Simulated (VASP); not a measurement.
Set up this calculation in VASP 6.6.1, as the native input.

```
Task                   : single point
Functional             : PBE
Potentials or basis    : VASP PAW PBE potentials, release 64 (K_sv, Cl)
Cutoff                 : 520 eV
k mesh                 : 6 × 6 × 6
Occupations            : gaussian, width 0.01 eV
Spin                   : no spin polarisation
Dipole correction      : no
Further INCAR settings : ALGO = Normal; EDIFF = 1e-06; NBANDS = 15
```

The structure of KCl (Sylvite) lies in POSCAR:

```
KCl
1.0
    0.0000000000      3.0822383035      3.0822383035
    3.0822383035      0.0000000000      3.0822383035
    3.0822383035      3.0822383035      0.0000000000
K Cl
1 1
Direct
    0.0000000000      0.0000000000      0.0000000000
    0.5000000000      0.5000000000      0.5000000000
```

One way to write it, as run:

INCAR

```
SYSTEM = KCl
PREC = Accurate
ENCUT = 520
EDIFF = 1E-6
ISMEAR = 0
SIGMA = 0.01
LREAL = .FALSE.
LASPH = .TRUE.
NELM = 80
ALGO = Normal
ISIF = 2
LWAVE = .FALSE.
LCHARG = .TRUE.
GGA = PE
LELF = .TRUE.
LVHAR = .TRUE.
NBANDS = 15
```

KPOINTS

```
Automatic mesh
0
G
  6 6 6
  0 0 0
```

Potentials or basis: VASP PAW PBE potentials, release 64 (K_sv, Cl).

Command:

```bash
$ cat potpaw_PBE.64/K_sv/POTCAR potpaw_PBE.64/Cl/POTCAR > POTCAR
$ mpirun -np 1 vasp_std > vasp.out
```

It gave:

```yaml
Pressure: 2.2 GPa
Band_gap_on_the_k_mesh: 5.41 eV, direct
```

Wall time 10 s on 1 thread of Intel(R) Xeon(R) Platinum 8259CL CPU @ 2.50GHz (Skylake/Cascade Lake), on a shared host, peak memory 0.17 GiB.
